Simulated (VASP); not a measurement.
Runs of VASP 6.6.1 on Hf2N. The structure is that of space group P4_2/mnm (No. 136), or close to it. The cells are those of the table. 

| task | cell | gap on the mesh (eV) | pressure (GPa) |
| --- | --- | --- | --- |
| single point | a = 5.252, b = 5.252, c = 3.201 Å, 6 atoms | none | -0.2 |
| single point | a = 5.216, b = 5.216, c = 3.182 Å, 6 atoms | none | 4.4 |
| single point | a = 5.228, b = 5.228, c = 3.188 Å, 6 atoms | none | 2.8 |
| electric field gradients | a = 5.252, b = 5.252, c = 3.201 Å, 6 atoms | none | -0.2 |
| single point | a = 5.289, b = 5.289, c = 3.221 Å, 6 atoms | none | (a) |

Alike in all rows: level LDA; potentials or basis VASP PAW LDA potentials, release 64 (Hf_pv, N); no spin polarisation; k mesh 8 × 8 × 12; cutoff (eV) 520; smearing fermi-dirac 0.15 eV.

Q: Fill in the values left out.

A: (a) -4.4.

Caveats: spin-orbit coupling is left out, which moves the levels of the heavy elements; the cell stands under pressure (at least some runs); the cell stands under tension (at least some runs).

A k mesh can miss the band edges, and the runs leave out spin-orbit coupling on Hf.

A gap of «none» marks levels without a gap at the run's occupations.
